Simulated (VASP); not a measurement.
# MgSe3 (I4/mmm) in VASP: single point with PBE

Aim: the single point of MgSe3 with PBE.

All numbers are computed with VASP 6.6.1; they aren't measurements. Logs are shortened: lines on timing, memory, paths and dates and some standing lists are left out, and cuts for length are marked.

## Step 1: The cell of the first run

The structure is tetragonal, space group I4/mmm (No. 139). Conventional cell: a = 4.696 Å, b = 4.696 Å, c = 9.651 Å, α = 90.00°, β = 90.00°, γ = 90.00°. Mg (site symmetry 4/mmm) has 12 Se at 3.32 to 3.37 Å within 4.4 Å. Within 4.4 Å of Se (site symmetry -4m2) lie 8 Se at 3.32 to 3.37 Å and 4 Mg at 3.37 Å. Within 4.4 Å of Se (site symmetry 4/mmm) lie 4 Mg at 3.32 Å and 8 Se at 3.37 Å.

The cell was built from a structure type or drawn by symmetry, and may not be a known phase.

## Step 2: Single point, PBE

INCAR

```
SYSTEM = MgSe3
ALGO = Normal
EDIFF = 1E-6
ENCUT = 520
GGA = PE
ISIF = 2
ISMEAR = 0
LASPH = .True.
LCHARG = .False.
LREAL = .False.
LWAVE = .False.
NBANDS = 18
NELM = 60
PREC = Accurate
SIGMA = 0.1
```

KPOINTS

```
k-points
0
Gamma
  6 6 6
  0 0 0
```

POSCAR

```
MgSe3
1.0
   -2.3477652400      2.3477652400      4.8256380600
    2.3477652400     -2.3477652400      4.8256380600
    2.3477652400      2.3477652400     -4.8256380600
Mg Se
1 3
Direct
    0.0000000000      0.0000000000      0.0000000000
    0.7500000000      0.2500000000      0.5000000000
    0.2500000000      0.7500000000      0.5000000000
    0.5000000000      0.5000000000      0.0000000000
```

Potentials or basis: VASP PAW PBE potentials, release 64 (Mg, Se).

Run with:

```bash
$ cat potpaw_PBE.64/Mg/POTCAR potpaw_PBE.64/Se/POTCAR > POTCAR
$ mpirun -np 1 vasp_std > vasp.out
```

OUTCAR:

```text
SYSTEM = MgSe3
   EDIFF = 1E-6
   ENCUT = 520
   GGA = PE
   ISIF = 2
   ISMEAR = 0
   LASPH = .True.
   LREAL = .False.
   NELM = 60
   PREC = Accurate

 ion  position               nearest neighbor table
   1  0.000  0.000  0.000-
   2  0.750  0.250  0.500-
   3  0.250  0.750  0.500-
   4  0.500  0.500  0.000-

  LATTYP: Found a body centered tetragonal cell.
 ALAT       =     4.6955304800
 C/A-ratio  =     2.0554176277

  Lattice vectors:

 A1 = (  -2.3477652400,   2.3477652400,   4.8256380600)
 A2 = (   2.3477652400,  -2.3477652400,   4.8256380600)
 A3 = (   2.3477652400,   2.3477652400,  -4.8256380600)

Analysis of symmetry for initial positions (statically):
=====================================================================
 Subroutine PRICEL returns:
 Original cell was already a primitive cell.

 Routine SETGRP: Setting up the symmetry group for a
 body centered tetragonal supercell.

 Subroutine GETGRP returns: Found 16 space group operations
 (whereof 16 operations were pure point group operations)
 out of a pool of 16 trial point group operations.

The static configuration has the point symmetry D_4h.

Analysis of symmetry for dynamics (positions and initial velocities):
=====================================================================
 Subroutine PRICEL returns:
 Original cell was already a primitive cell.

 Routine SETGRP: Setting up the symmetry group for a
 body centered tetragonal supercell.

 Subroutine GETGRP returns: Found 16 space group operations
 (whereof 16 operations were pure point group operations)
 out of a pool of 16 trial point group operations.

The dynamic configuration has the point symmetry D_4h.

 Subroutine INISYM returns: Found 16 space group operations
 (whereof 16 operations are pure point group operations),
 and found     1 'primitive' translations

----------------------------------------------------------------------------------------

                                     Primitive cell

  volume of cell :     106.3957

  direct lattice vectors                    reciprocal lattice vectors
    -2.347765240  2.347765240  4.825638060     0.000000000  0.212968482  0.103613241
     2.347765240 -2.347765240  4.825638060     0.212968482  0.000000000  0.103613241
     2.347765240  2.347765240 -4.825638060     0.212968482  0.212968482  0.000000000

  length of vectors
     5.857540946  5.857540946  5.857540946     0.236835973  0.236835973  0.301182916

  position of ions in fractional coordinates (direct lattice)
     0.000000000  0.000000000  0.000000000
     0.750000000  0.250000000  0.500000000
     0.250000000  0.750000000  0.500000000
     0.500000000  0.500000000  0.000000000

  ion indices of the primitive-cell ions
   primitive index   ion index
                 1           1
                 2           2
                 3           3
                 4           4

----------------------------------------------------------------------------------------

 KPOINTS: k-points

Automatic generation of k-mesh.
 Grid dimensions read from file:
 generate k-points for:    6    6    6

 Generating k-lattice:

  Cartesian coordinates                     Fractional coordinates (reciprocal lattice)
     0.000000000  0.035494747  0.017268874     0.166666667  0.000000000  0.000000000
     0.035494747  0.000000000  0.017268874     0.000000000  0.166666667  0.000000000
     0.035494747  0.035494747  0.000000000     0.000000000  0.000000000  0.166666667

  Length of vectors
     0.039472662  0.039472662  0.050197153

  Shift w.r.t. Gamma in fractional coordinates (k-lattice)
     0.000000000  0.000000000  0.000000000

 Subroutine IBZKPT returns following result:
 ===========================================

 Found     30 irreducible k-points:

 Following reciprocal coordinates:
            Coordinates               Weight
  0.000000  0.000000  0.000000      1.000000
  0.166667  0.000000  0.000000      8.000000
  0.333333  0.000000  0.000000      8.000000
  0.500000  0.000000  0.000000      4.000000
  0.166667  0.166667  0.000000      8.000000
  0.333333  0.166667  0.000000     16.000000
[... 16 lines left out ...]
 -0.333333 -0.333333  0.166667      8.000000
 -0.166667 -0.333333  0.166667      8.000000
 [... further k-points ...]
   k-points           NKPTS =     30   k-points in BZ     NKDIM =     30   number of bands    NBANDS=     18
   number of dos      NEDOS =    301   number of ions     NIONS =      4
   total plane-waves  NPLWV = 110592
   dimension x,y,z NGX =    48 NGY =   48 NGZ =   48
   dimension x,y,z NGXF=    96 NGYF=   96 NGZF=   96
   ions per type =               1   3
   NGX,Y,Z   is equivalent  to a cutoff of  13.62, 13.62, 13.62 a.u.
   NGXF,Y,Z  is equivalent  to a cutoff of  27.25, 27.25, 27.25 a.u.
 SYSTEM =  MgSe3
   PREC   = accura    normal or accurate (medium, high low for compatibility)
   ISTART =      0    job   : 0-new  1-cont  2-samecut
   ICHARG =      2    charge: 1-file 2-atom 10-const
   ISPIN  =      1    spin polarized calculation?
   LNONCOLLINEAR =      F non collinear calculations
   LSORBIT =      F    spin-orbit coupling
   LASPH  =      T    aspherical Exc in radial PAW
   ENCUT  =  520.0 eV  38.22 Ry    6.18 a.u.  10.89 10.89 10.89*2*pi/ulx,y,z
   NELM   =     60;   NELMIN=  2; NELMDL= -5     # of ELM steps
   EDIFF  = 0.1E-05   stopping-criterion for ELM
   LREAL  =      F    real-space projection
   EDIFFG = 0.1E-04   stopping-criterion for IOM
   NSW    =      0    number of steps for IOM
   IBRION =     -1    ionic relax: 0-MD 1-quasi-New 2-CG
   NFREE  =      0    steps in history (QN), initial steepest desc. (CG)
   ISIF   =      2    stress and relaxation
   ISYM   =      2    0-nonsym 1-usesym 2-fastsym
   POTIM  = 0.5000    time-step for ionic-motion
   TEBEG  =    0.0;   TEEND  =   0.0 temperature during run
   PSTRESS=    0.0 pullay stress
   NELECT =      20.0000    total number of electrons
   NUPDOWN=      -1.0000    fix difference up-down
   EMIN   =  10.00;   EMAX   =-10.00  energy-range for DOS
   EFERMI =   0.00;   METHOD = LEGACY
   ISMEAR =     0;   SIGMA  =   0.10  broadening in eV -4-tet -1-fermi 0-gaus
   EFERMI_NEDOS =   21; number of points for ismear=-14 and -15
   IALGO  =     38    algorithm
   IMIX   =      4    mixing-type and parameters
     AMIX     =   0.40;   BMIX     =  1.00
     AMIX_MAG =   1.60;   BMIX_MAG =  1.00
  volume/ion in A,a.u.               =      26.60       179.50
  Fermi-wavevector in a.u.,A,eV,Ry     =   0.937800  1.772185 11.965895  0.879468
  Thomas-Fermi vector in A             =   2.064947
   LORBIT       =      0    0 simple, 1 ext, 2 COOP (PROOUT), +10 PAW based schemes
   GGA     = PE    functional components
   LHFCALC =     F    Hartree Fock is set to
   AEXX    =    0.0000 exact exchange contribution
   IVDW    =     0    specifies the selected vdW correction
   LEPSILON=     F    determine dielectric tensor
   LRPA    =     F    only Hartree local field effects (RPA)
 non-spin polarized calculation
 Gauss-broadening in eV      SIGMA  =   0.10
  energy-cutoff  :      520.00
  volume of cell :      106.40
 maximum number of plane-waves:      2906
 NGX is ok and might be reduce to    48
   NGX = 21   NGY = 21   NGZ = 21

 number of electron      20.0000000 magnetization

 Free energy of the ion-electron system (eV)
  ---------------------------------------------------
  ext. energy  EPLUGINS =         0.00000000
  ---------------------------------------------------
  free energy    TOTEN  =       -10.99148818 eV

  energy without entropy =      -10.97560552  energy(sigma->0) =      -10.98354685

 E-fermi :   2.4713     XC(G=0):  -8.9711

 val. band max:        2.4412493158   @ k =   0.5000   0.5000   0.3333
 cond. band min:       2.4774288093   @ k =  -0.3333  -0.3333   0.1667
 fundamental gap:      0.0361794934
 Fermi energy:         2.4712531108

 k-point     1 :       0.0000    0.0000    0.0000
  band No.  band energies     occupation
      1     -11.1544      2.00000
      2      -8.9591      2.00000
      3      -8.8970      2.00000
      4      -1.3865      2.00000
      5      -0.5305      2.00000
      6      -0.5305      2.00000
[... 10 lines left out ...]
     17       8.8927      0.00000
     18       9.0240      0.00000

 k-point     2 :       0.1667    0.0000    0.0000
  band No.  band energies     occupation
      1     -11.0214      2.00000
      2      -9.0928      2.00000
      3      -8.9604      2.00000
      4      -1.2741      2.00000
      5      -0.6932      2.00000
      6      -0.4667      2.00000
[... 10 lines left out ...]
     17       9.2591      0.00000
     18      10.1777      0.00000

 k-point     3 :       0.3333    0.0000    0.0000
  band No.  band energies     occupation
      1     -10.6518      2.00000
      2      -9.4847      2.00000
      3      -9.0715      2.00000
      4      -1.4310      2.00000
      5      -0.7789      2.00000
      6      -0.2477      2.00000
[... 10 lines left out ...]
     17       9.6214      0.00000
     18      11.0157      0.00000

 k-point     4 :       0.5000    0.0000    0.0000
  band No.  band energies     occupation
      1     -10.2546      2.00000
      2      -9.9018      2.00000
      3      -9.1206      2.00000
      4      -1.6714      2.00000
      5      -0.5159      2.00000
      6      -0.0253      2.00000
[... 10 lines left out ...]
     17      10.8904      0.00000
     18      11.4384      0.00000

 k-point     5 :       0.1667    0.1667    0.0000
  band No.  band energies     occupation
      1     -10.8507      2.00000
      2      -9.1988      2.00000
      3      -9.0956      2.00000
      4      -1.2649      2.00000
      5      -1.1702      2.00000
      6      -0.4794      2.00000
[... 10 lines left out ...]
     17       9.0976      0.00000
     18       9.5260      0.00000

 k-point     6 :       0.3333    0.1667    0.0000
  band No.  band energies     occupation
      1     -10.4705      2.00000
      2      -9.5533      2.00000
      3      -9.2024      2.00000
      4      -1.6499      2.00000
      5      -1.1418      2.00000
      6      -0.5286      2.00000
[... 10 lines left out ...]
     17       9.7387      0.00000
     18      10.2169      0.00000

 k-point     7 :       0.5000    0.1667    0.0000
  band No.  band energies     occupation
      1     -10.1850      2.00000
      2      -9.8623      2.00000
      3      -9.1863      2.00000
      4      -1.6365      2.00000
      5      -1.1876      2.00000
      6      -0.7255      2.00000
[... 10 lines left out ...]
     17      10.9430      0.00000
     18      11.0556      0.00000

 k-point     8 :      -0.3333    0.1667    0.0000
  band No.  band energies     occupation
      1     -10.6179      2.00000
      2      -9.4684      2.00000
      3      -9.0674      2.00000
      4      -1.4071      2.00000
      5      -1.1913      2.00000
      6      -0.5890      2.00000
[... 10 lines left out ...]
     17      10.1991      0.00000
     18      10.3935      0.00000
[... 229 lines left out ...]
     17      10.6338      0.00000
     18      10.8702      0.00000

 k-point    20 :       0.5000    0.5000    0.1667
  band No.  band energies     occupation
      1     -10.0071      2.00000
      2      -9.6471      2.00000
      3      -9.5698      2.00000
      4      -2.1880      2.00000
      5      -1.3127      2.00000
      6      -0.7467      2.00000
[... 10 lines left out ...]
     17      10.9034      0.00000
     18      11.5042      0.00000

 k-point    21 :      -0.3333    0.5000    0.1667
  band No.  band energies     occupation
      1     -10.2453      2.00000
      2      -9.7215      2.00000
      3      -9.3314      2.00000
      4      -2.0157      2.00000
      5      -0.6932      2.00000
      6      -0.3008      2.00000
[... 10 lines left out ...]
     17      10.0603      0.00000
     18      10.5315      0.00000

 k-point    22 :      -0.1667    0.5000    0.1667
  band No.  band energies     occupation
      1     -10.4388      2.00000
      2      -9.6652      2.00000
      3      -9.1966      2.00000
      4      -1.7165      2.00000
      5      -0.5640      2.00000
      6      -0.3790      2.00000
[... 10 lines left out ...]
     17       9.8258      0.00000
     18      10.3180      0.00000

 k-point    23 :      -0.3333   -0.3333    0.1667
  band No.  band energies     occupation
      1     -10.6219      2.00000
      2      -9.4315      2.00000
      3      -9.2260      2.00000
      4      -1.7849      2.00000
      5      -0.6819      2.00000
      6      -0.5485      2.00000
[... 10 lines left out ...]
     17       9.1029      0.00000
     18       9.2129      0.00000

 k-point    24 :      -0.1667   -0.3333    0.1667
  band No.  band energies     occupation
      1     -10.8485      2.00000
      2      -9.2677      2.00000
      3      -9.0910      2.00000
      4      -1.3652      2.00000
      5      -0.8331      2.00000
      6      -0.7678      2.00000
[... 10 lines left out ...]
     17       8.7926      0.00000
     18       9.7081      0.00000

 [... further k-points ...]
[... 5 lines left out ...]
  --------------------------------------------------------------------------------------
  -------------------------------------------------------------------------------------
  Total       -6.7763179     -6.7763179     -3.6120640      0.0000000      0.0000000      0.0000000
  in kB     -102.0423104   -102.0423104    -54.3928666      0.0000000      0.0000000      0.0000000
  external PRESSURE =     -86.1591625 kB  Pullay stress =       0.0000000 kB

 VOLUME and BASIS-vectors are now :
 -----------------------------------------------------------------------------
  energy-cutoff  :      520.00
  volume of cell :      106.40
      direct lattice vectors                 reciprocal lattice vectors
    -2.347765240  2.347765240  4.825638060     0.000000000  0.212968482  0.103613241
     2.347765240 -2.347765240  4.825638060     0.212968482  0.000000000  0.103613241
     2.347765240  2.347765240 -4.825638060     0.212968482  0.212968482  0.000000000

 POSITION                                       TOTAL-FORCE (eV/Angst)
 -----------------------------------------------------------------------------------
      0.00000      0.00000      0.00000        -0.000000      0.000000      0.000000
      0.00000      2.34777      2.41282         0.000000     -0.000000      0.000000
      2.34777      0.00000      2.41282        -0.000000      0.000000     -0.000000
      0.00000      0.00000      4.82564        -0.000000      0.000000      0.000000
 -----------------------------------------------------------------------------------
    total drift:                                0.000000     -0.000000      0.000000

  FREE ENERGIE OF THE ION-ELECTRON SYSTEM (eV)
  ---------------------------------------------------
  free  energy   TOTEN  =       -10.9914881797 eV

  energy  without entropy=      -10.9756055229  energy(sigma->0) =      -10.98354685
```

It took 2.2 min on 1 thread of Intel Xeon 8259CL, shared host; peak memory 0.33 GiB.

What came out:

| Quantity | Value |
| --- | --- |
| Free energy | -10.9915 eV |
| Pressure | -8.6 GPa |
| Band gap on the k mesh | zero (bands 10 and 11 overlap by 1.09 eV) |

Caveat: the cell stands under tension.
